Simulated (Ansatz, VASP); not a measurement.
GaN in VASP and in Ansatz

The input INCAR:

```
SYSTEM = GaN
PREC     = Accurate       ! precision mode
ENCUT    = 520            ! plane-wave cutoff, eV
EDIFF    = 1E-6           ! SCF threshold, eV
ISMEAR   = 0              ! smearing method
SIGMA    = 0.05           ! smearing width, eV
LREAL    = .False.        ! projectors in reciprocal space
LASPH    = .True.         ! aspherical terms in the spheres
NELM     = 60             ! most SCF steps
ALGO     = Normal         ! electronic algorithm
ISIF     = 2              ! what is computed and relaxed
LWAVE    = .False.        ! write WAVECAR
LCHARG   = .True.         ! write CHGCAR
GGA      = CA             ! functional
LELF     = .True.         ! ELF
LVHAR    = .True.       
NBANDS   = 46             ! bands
```

Contents of KPOINTS:

```
Automatic mesh
0
Gamma
  10 10 3
  0 0 0
```

The input POSCAR:

```
GaN
1.0
   -3.1799996605      0.0000000000      0.0000000000
   -1.5899998302     -2.7539604900      0.0000000000
   -0.3179999660      0.0000000000     10.3320000000
Ga N
4 4
Direct
    0.2427083333      0.3333333333      0.9062500000
    0.2927083333      0.3333333333      0.4062500000
    0.6510416667      0.6666666667      0.1562500000
    0.6010416667      0.6666666667      0.6562500000
    0.3239583333      0.3333333333      0.0937500000
    0.2739583333      0.3333333333      0.5937500000
    0.6322916667      0.6666666667      0.3437500000
    0.5822916667      0.6666666667      0.8437500000
```

Input for Ansatz:

```yaml
crystal:
  lattice:
    - [-3.1799996605, 0.0, 0.0]
    - [-1.5899998302, -2.75396049, 0.0]
    - [-0.317999966, 0.0, 10.332]
  atoms:
    - { symbol: Ga, position: [0.2427083333, 0.3333333333, 0.90625] }
    - { symbol: Ga, position: [0.2927083333, 0.3333333333, 0.40625] }
    - { symbol: Ga, position: [0.6510416667, 0.6666666667, 0.15625] }
    - { symbol: Ga, position: [0.6010416667, 0.6666666667, 0.65625] }
    - { symbol: "N", position: [0.3239583333, 0.3333333333, 0.09375] }
    - { symbol: "N", position: [0.2739583333, 0.3333333333, 0.59375] }
    - { symbol: "N", position: [0.6322916667, 0.6666666667, 0.34375] }
    - { symbol: "N", position: [0.5822916667, 0.6666666667, 0.84375] }
basis:
  ecutwfc: 420
kpoints:
  mp_grid: { grid: [10, 10, 3] }
hamiltonian:
  xc: lda
scf:
  occupations: { method: gaussian, width: 0.05 }
output:
  forces: true
  stress: true
  eigenvalues: true
  write_density: true
  write_potential: true
  elf: true
  volumetric_format: npy
```

Alike in both runs: task single point; functional LDA; k mesh 10 × 10 × 3; occupations gaussian, width 0.05 eV; no spin polarisation.

|  | VASP | Ansatz |
| --- | --- | --- |
| version | VASP 6.6.1 | Ansatz 0.2.0 |
| potentials or method | VASP PAW LDA potentials, release 64 (Ga_d, N), cutoff 520 eV | scalar-relativistic, plane waves, PAW |
| valence electrons in the cell | 72 | 72 |

VASP gave:

* gap on the k mesh at the Fermi level (eV): 1.88
* least direct gap on the mesh (eV): 1.88
* pressure (GPa): -3.6
* traceless stress, the component that is largest in VASP (GPa): 2.64
* rms of the force components (eV/Å): 0.151

Q: Estimate Ansatz's values.

A: gap on the k mesh at the Fermi level (eV): 1.86; least direct gap on the mesh (eV): 1.86; pressure (GPa): -4.7; traceless stress, the component that is largest in VASP (GPa): 2.66; rms of the force components (eV/Å): 0.153.

LDA's correlation is that of Perdew and Zunger in VASP and of Perdew and Wang (1992) in Ansatz. Atom by atom the forces differ by 0.002 eV/Å (rms over components).
